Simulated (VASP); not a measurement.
# Ga4N5 in VASP: single point with PBEsol

Aim: the single point of Ga4N5 with PBEsol.

Everything below comes from runs of VASP 6.6.1. Logs are shortened: lines on timing, memory, paths and dates and some standing lists are left out, and cuts for length are marked.

**1. The cell of the first run**

The cell holds a slab with vacuum, 9 atoms: a = 3.183 Å, b = 3.183 Å, c = 27.418 Å, α = 90.00°, β = 90.00°, γ = 120.00°.

**2. Single point, PBEsol, collinear spin**

Input file INCAR:

```
SYSTEM = Ga4N5
  ALGO = Normal
  DIPOL = 0.5 0.5 0.489
  EDIFF = 1E-6
  ENCUT = 520
  GGA = PS
  GGA_COMPAT = .False.
  IDIPOL = 3
  ISIF = 2
  ISMEAR = 0
  ISPIN = 2
  LASPH = .True.
  LCHARG = .False.
  LDIPOL = .True.
  LORBIT = 11
  LREAL = .False.
  LWAVE = .False.
  MAGMOM = 0 0 0 0 3 0 0 0 0
  NBANDS = 52
  NELM = 200
  NELMDL = -8
  PREC = Accurate
  SIGMA = 0.05
```

Input file KPOINTS:

```
k-points
0
Gamma
  9 9 1
  0 0 0
```

Input file POSCAR:

```
Ga4N5
1.0
    3.1825784895      0.0000000000      0.0000000000
   -1.5912892448      2.7561938215      0.0000000000
    0.0000000000      0.0000000000     27.4179595787
N Ga
5 4
Direct
    0.3333333333      0.6666666667      0.3100157755
    0.6666666667      0.3333333333      0.4045783570
    0.3333333333      0.6666666667      0.4992040051
    0.6666666667      0.3333333333      0.5937152980
    0.3333333333      0.6666666667      0.6886390501
    0.6666666667      0.3333333333      0.3333515916
    0.3333333333      0.6666666667      0.4279141731
    0.6666666667      0.3333333333      0.5226343657
    0.3333333333      0.6666666667      0.6177804408
```

Potentials or basis: VASP PAW PBE potentials, release 64 (N, Ga_d).

On the command line:

```console
$ cat potpaw_PBE.64/N/POTCAR potpaw_PBE.64/Ga_d/POTCAR > POTCAR
$ mpirun -np 1 vasp_std > vasp.out
```

OUTCAR:

```text
SYSTEM = Ga4N5
   EDIFF = 1E-6
   ENCUT = 520
   GGA = PS
   ISIF = 2
   ISMEAR = 0
   ISPIN = 2
   LASPH = .True.
   LORBIT = 11
   LREAL = .False.
   NELM = 200
   NELMDL = -8
   PREC = Accurate

 ion  position               nearest neighbor table
   1  0.333  0.667  0.310-   6 1.95   6 1.95   6 1.95
   2  0.667  0.333  0.405-   7 1.95   7 1.95   7 1.95   6 1.95
   3  0.333  0.667  0.499-   8 1.95   8 1.95   8 1.95   7 1.95
   4  0.667  0.333  0.594-   8 1.95   9 1.95   9 1.95   9 1.95
   5  0.333  0.667  0.689-   9 1.94
   6  0.667  0.333  0.333-   1 1.95   1 1.95   1 1.95   2 1.95
   7  0.333  0.667  0.428-   2 1.95   2 1.95   2 1.95   3 1.95
   8  0.667  0.333  0.523-   3 1.95   3 1.95   3 1.95   4 1.95
   9  0.333  0.667  0.618-   5 1.94   4 1.95   4 1.95   4 1.95

  LATTYP: Found a hexagonal cell.
 ALAT       =     3.1825784895
 C/A-ratio  =     8.6150144196

  Lattice vectors:

 A1 = (   3.1825784895,   0.0000000000,   0.0000000000)
 A2 = (  -1.5912892448,   2.7561938215,   0.0000000000)
 A3 = (   0.0000000000,   0.0000000000,  27.4179595787)

Analysis of symmetry for initial positions (statically):
=====================================================================
 Subroutine PRICEL returns:
 Original cell was already a primitive cell.

 Routine SETGRP: Setting up the symmetry group for a
 hexagonal supercell.

 Subroutine GETGRP returns: Found  6 space group operations
 (whereof  6 operations were pure point group operations)
 out of a pool of 24 trial point group operations.

The static configuration has the point symmetry C_3v.

Analysis of symmetry for dynamics (positions and initial velocities):
=====================================================================
 Subroutine PRICEL returns:
 Original cell was already a primitive cell.

 Routine SETGRP: Setting up the symmetry group for a
 hexagonal supercell.

 Subroutine GETGRP returns: Found  6 space group operations
 (whereof  6 operations were pure point group operations)
 out of a pool of 24 trial point group operations.

The dynamic configuration has the point symmetry C_3v.

Analysis of structural, dynamic, and magnetic symmetry:
=====================================================================
 Subroutine PRICEL returns:
 Original cell was already a primitive cell.

 Routine SETGRP: Setting up the symmetry group for a
 hexagonal supercell.

 Subroutine GETGRP returns: Found  6 space group operations
 (whereof  6 operations were pure point group operations)
 out of a pool of 24 trial point group operations.

The overall configuration has the point symmetry C_3v.

 Subroutine INISYM returns: Found  6 space group operations
 (whereof  6 operations are pure point group operations),
 and found     1 'primitive' translations

----------------------------------------------------------------------------------------

                                     Primitive cell

  volume of cell :     240.5049

  direct lattice vectors                    reciprocal lattice vectors
     3.182578489  0.000000000  0.000000000     0.314210632  0.181409593  0.000000000
    -1.591289245  2.756193822  0.000000000     0.000000000  0.362819186  0.000000000
     0.000000000  0.000000000 27.417959579     0.000000000  0.000000000  0.036472444

  length of vectors
     3.182578489  3.182578490 27.417959579     0.362819186  0.362819186  0.036472444

  position of ions in fractional coordinates (direct lattice)
     0.333333333  0.666666667  0.310015775
     0.666666667  0.333333333  0.404578357
     0.333333333  0.666666667  0.499204005
     0.666666667  0.333333333  0.593715298
     0.333333333  0.666666667  0.688639050
     0.666666667  0.333333333  0.333351592
     0.333333333  0.666666667  0.427914173
     0.666666667  0.333333333  0.522634366
     0.333333333  0.666666667  0.617780441

  ion indices of the primitive-cell ions
   primitive index   ion index
                 1           1
                 2           2
                 3           3
                 4           4
                 5           5
                 6           6
                 7           7
                 8           8
                 9           9

----------------------------------------------------------------------------------------

 KPOINTS: k-points

Automatic generation of k-mesh.
 Grid dimensions read from file:
 generate k-points for:    9    9    1

 Generating k-lattice:

  Cartesian coordinates                     Fractional coordinates (reciprocal lattice)
     0.034912292  0.020156621  0.000000000     0.111111111  0.000000000  0.000000000
     0.000000000  0.040313243  0.000000000     0.000000000  0.111111111  0.000000000
     0.000000000  0.000000000  0.036472444     0.000000000  0.000000000  1.000000000

  Length of vectors
     0.040313243  0.040313243  0.036472444

  Shift w.r.t. Gamma in fractional coordinates (k-lattice)
     0.000000000  0.000000000  0.000000000

 Subroutine IBZKPT returns following result:
 ===========================================

 Found     12 irreducible k-points:

 Following reciprocal coordinates:
            Coordinates               Weight
  0.000000  0.000000  0.000000      1.000000
  0.111111 -0.000000  0.000000      6.000000
  0.222222 -0.000000  0.000000      6.000000
  0.333333 -0.000000  0.000000      6.000000
  0.444444 -0.000000  0.000000      6.000000
  0.111111  0.111111  0.000000      6.000000
  0.222222  0.111111  0.000000     12.000000
  0.333333  0.111111  0.000000     12.000000
  0.444444  0.111111  0.000000      6.000000
  0.222222  0.222222  0.000000      6.000000
  0.333333  0.222222  0.000000     12.000000
  0.333333  0.333333  0.000000      2.000000
   k-points           NKPTS =     12   k-points in BZ     NKDIM =     12   number of bands    NBANDS=     52
   number of dos      NEDOS =    301   number of ions     NIONS =      9
   total plane-waves  NPLWV = 120960
   dimension x,y,z NGX =    24 NGY =   24 NGZ =  210
   dimension x,y,z NGXF=    48 NGYF=   48 NGZF=  420
   ions per type =               5   4
   NGX,Y,Z   is equivalent  to a cutoff of  12.54, 12.54, 12.73 a.u.
   NGXF,Y,Z  is equivalent  to a cutoff of  25.07, 25.07, 25.47 a.u.
 SYSTEM =  Ga4N5
   PREC   = accura    normal or accurate (medium, high low for compatibility)
   ISTART =      0    job   : 0-new  1-cont  2-samecut
   ICHARG =      2    charge: 1-file 2-atom 10-const
   ISPIN  =      2    spin polarized calculation?
   LNONCOLLINEAR =      F non collinear calculations
   LSORBIT =      F    spin-orbit coupling
   LASPH  =      T    aspherical Exc in radial PAW
   ENCUT  =  520.0 eV  38.22 Ry    6.18 a.u.   5.92  5.92 50.98*2*pi/ulx,y,z
   NELM   =    200;   NELMIN=  2; NELMDL= -8     # of ELM steps
   EDIFF  = 0.1E-05   stopping-criterion for ELM
   LREAL  =      F    real-space projection
   EDIFFG = 0.1E-04   stopping-criterion for IOM
   NSW    =      0    number of steps for IOM
   IBRION =     -1    ionic relax: 0-MD 1-quasi-New 2-CG
   NFREE  =      0    steps in history (QN), initial steepest desc. (CG)
   ISIF   =      2    stress and relaxation
   ISYM   =      2    0-nonsym 1-usesym 2-fastsym
   POTIM  = 0.5000    time-step for ionic-motion
   TEBEG  =    0.0;   TEEND  =   0.0 temperature during run
   PSTRESS=    0.0 pullay stress
   NELECT =      77.0000    total number of electrons
   NUPDOWN=      -1.0000    fix difference up-down
   EMIN   =  10.00;   EMAX   =-10.00  energy-range for DOS
   EFERMI =   0.00;   METHOD = LEGACY
   ISMEAR =     0;   SIGMA  =   0.05  broadening in eV -4-tet -1-fermi 0-gaus
   EFERMI_NEDOS =   21; number of points for ismear=-14 and -15
   IALGO  =     38    algorithm
   IMIX   =      4    mixing-type and parameters
     AMIX     =   0.40;   BMIX     =  1.00
     AMIX_MAG =   1.60;   BMIX_MAG =  1.00
  volume/ion in A,a.u.               =      26.72       180.33
  Fermi-wavevector in a.u.,A,eV,Ry     =   1.119946  2.116391 17.065501  1.254279
  Thomas-Fermi vector in A             =   2.256589
   LORBIT       =     11    0 simple, 1 ext, 2 COOP (PROOUT), +10 PAW based schemes
   GGA     = PS    functional components
   LHFCALC =     F    Hartree Fock is set to
   AEXX    =    0.0000 exact exchange contribution
   IVDW    =     0    specifies the selected vdW correction
   LEPSILON=     F    determine dielectric tensor
   LRPA    =     F    only Hartree local field effects (RPA)
 spin polarized calculation
 Gauss-broadening in eV      SIGMA  =   0.05
  energy-cutoff  :      520.00
  volume of cell :      240.50
 maximum number of plane-waves:      6518
 NGX is ok and might be reduce to    24
   NGX = 11   NGY = 11   NGZ =101

 dipolmoment           0.000000      0.000000     -0.004032 electrons x Angstroem

 number of electron      77.0000010 magnetization       2.2675912

 dipolmoment           0.000000      0.000000      0.022405 electrons x Angstroem

 Free energy of the ion-electron system (eV)
  ---------------------------------------------------
  ext. energy  EPLUGINS =         0.00000000
  ---------------------------------------------------
  free energy    TOTEN  =       -54.08952279 eV

  energy without entropy =      -54.07020188  energy(sigma->0) =      -54.07986234

 E-fermi :  -2.3966     XC(G=0):  -5.5014

 val. band max:       -2.4008375980   @ k =   0.3333   0.2222   0.0000
 cond. band min:      -2.3864776015   @ k =   0.3333   0.3333   0.0000
 fundamental gap:      0.0143599965
 Fermi energy:        -2.3966016150

 spin component 1

 k-point     1 :       0.0000    0.0000    0.0000
  band No.  band energies     occupation
      1     -18.6394      1.00000
      2     -18.1848      1.00000
      3     -17.9104      1.00000
      4     -16.9569      1.00000
      5     -16.7466      1.00000
      6     -16.2097      1.00000
[... 42 lines left out ...]
     49       6.0112      0.00000
     50       6.4579      0.00000
[... 581 lines left out ...]
     49       6.2916      0.00000
     50       6.6219      0.00000
 Fermi energy:        -2.3966016150

 spin component 2

 k-point     1 :       0.0000    0.0000    0.0000
  band No.  band energies     occupation
      1     -18.5957      1.00000
      2     -18.1150      1.00000
      3     -17.8779      1.00000
      4     -16.7504      1.00000
      5     -16.2079      1.00000
      6     -16.2079      1.00000
[... 42 lines left out ...]
     49       6.1299      0.00000
     50       6.5359      0.00000
[... 581 lines left out ...]
     49       6.2979      0.00000
     50       6.6921      0.00000
 [bands above 50 left out]

------------------------ aborting loop because EDIFF is reached ----------------------------------------

 vacuum level on the upper side and lower side of the slab       (xc-potential included)         0.189        -0.255

  FORCE on cell =-STRESS in cart. coord.  units (eV):
  Direction    XX          YY          ZZ          XY          YZ          ZX
  --------------------------------------------------------------------------------------
  -------------------------------------------------------------------------------------
  Total       -0.4865851     -0.4865851     -0.4403623      0.0000000      0.0000000      0.0000000
  in kB       -3.2414952     -3.2414952     -2.9335715      0.0000000      0.0000000      0.0000000
  external PRESSURE =      -3.1388540 kB  Pullay stress =       0.0000000 kB

 VOLUME and BASIS-vectors are now :
 -----------------------------------------------------------------------------
  energy-cutoff  :      520.00
  volume of cell :      240.50
      direct lattice vectors                 reciprocal lattice vectors
     3.182578489  0.000000000  0.000000000     0.314210632  0.181409593  0.000000000
    -1.591289245  2.756193822  0.000000000     0.000000000  0.362819186  0.000000000
     0.000000000  0.000000000 27.417959579     0.000000000  0.000000000  0.036472444

 POSITION                                       TOTAL-FORCE (eV/Angst)
 -----------------------------------------------------------------------------------
     -0.00000      1.83746      8.50000         0.000000      0.000000      1.535295
      1.59129      0.91873     11.09271        -0.000000     -0.000000      0.702735
     -0.00000      1.83746     13.68716         0.000000      0.000000      0.144984
      1.59129      0.91873     16.27846        -0.000000      0.000000      0.073277
     -0.00000      1.83746     18.88108         0.000000     -0.000000     -0.027679
      1.59129      0.91873      9.13982        -0.000000      0.000000     -1.926995
     -0.00000      1.83746     11.73253         0.000000      0.000000     -0.383502
      1.59129      0.91873     14.32957         0.000000     -0.000000     -0.095967
     -0.00000      1.83746     16.93828        -0.000000     -0.000000     -0.022149
 -----------------------------------------------------------------------------------
    total drift:                               -0.000001     -0.000002     -0.001331

  FREE ENERGIE OF THE ION-ELECTRON SYSTEM (eV)
  ---------------------------------------------------
  free  energy   TOTEN  =       -54.0895227933 eV

  energy  without entropy=      -54.0702018848  energy(sigma->0) =      -54.07986234

 vacuum level on the upper side and lower side of the slab         5.531         5.070

 total charge

# of ion       s       p       d       tot
------------------------------------------
    1        1.260   2.338   0.000   3.598
    2        1.227   2.493   0.000   3.720
    3        1.220   2.503   0.000   3.724
    4        1.223   2.491   0.000   3.713
    5        1.336   2.040   0.000   3.376
    6        0.799   0.898  10.160  11.857
    7        0.791   0.905  10.181  11.876
    8        0.792   0.904  10.182  11.878
    9        0.811   0.909  10.162  11.881
--------------------------------------------------
tot          9.458  15.480  40.685  65.622

 magnetization (x)

# of ion       s       p       d       tot
------------------------------------------
    1       -0.000  -0.003   0.000  -0.004
    2       -0.000   0.006   0.000   0.006
    3        0.000   0.016   0.000   0.016
    4        0.004   0.073   0.000   0.077
    5        0.037   1.351   0.000   1.389
    6       -0.000  -0.000   0.000  -0.000
    7       -0.001   0.001   0.001   0.001
    8       -0.000   0.007   0.004   0.010
    9       -0.018  -0.004   0.035   0.012
--------------------------------------------------
tot          0.021   1.446   0.040   1.508
```

Run time: 50 min. Hardware: 1 thread of Intel Xeon Platinum 8259CL at 2.50GHz (Skylake/Cascade Lake), shared host; peak memory 0.55 GiB.

Results:

```yaml
Free_energy: -54.0895 eV
Largest_force: 1.927 eV/Å
Net_moment: 2.27 μB per cell
Site_moments: N -0.00, +0.01, +0.02, +0.08, +1.39; Ga -0.00, +0.00, +0.01 (each value once) μB
Valence_electrons_inside_the_program's_atomic_spheres: N 3.60, 3.72, 3.71, 3.38 (each value once); Ga 11.86, 11.88 (each value once)
```

Forces in eV/Å, atoms in the order of the input:
```
N    0.000  0.000  1.535
N    0.000  0.000  0.703
N    0.000  0.000  0.145
N    0.000  0.000  0.073
N    0.000  0.000 -0.028
Ga   0.000  0.000 -1.927
Ga   0.000  0.000 -0.384
Ga   0.000  0.000 -0.096
Ga   0.000  0.000 -0.022
```

Levels at points of the mesh, in eV from the Fermi level:
Spin up:
```tsv
k point	band 37	band 38	band 39	band 40	band 41	band 42	band 43	band 44
(0.00, 0.00, 0.00)	-0.41	-0.13	0.43	0.43	2.37	3.50	3.90	4.73
```
Spin down:
| k point | band 34 | band 35 | band 36 | band 37 | band 38 | band 39 | band 40 | band 41 |
| --- | --- | --- | --- | --- | --- | --- | --- | --- |
| (0.00, 0.00, 0.00) | -0.54 | -0.54 | 0.18 | 0.43 | 0.43 | 2.55 | 3.27 | 3.27 |

Caveat: the PAW data sets were made with another functional, which shifts forces and pressure a little.
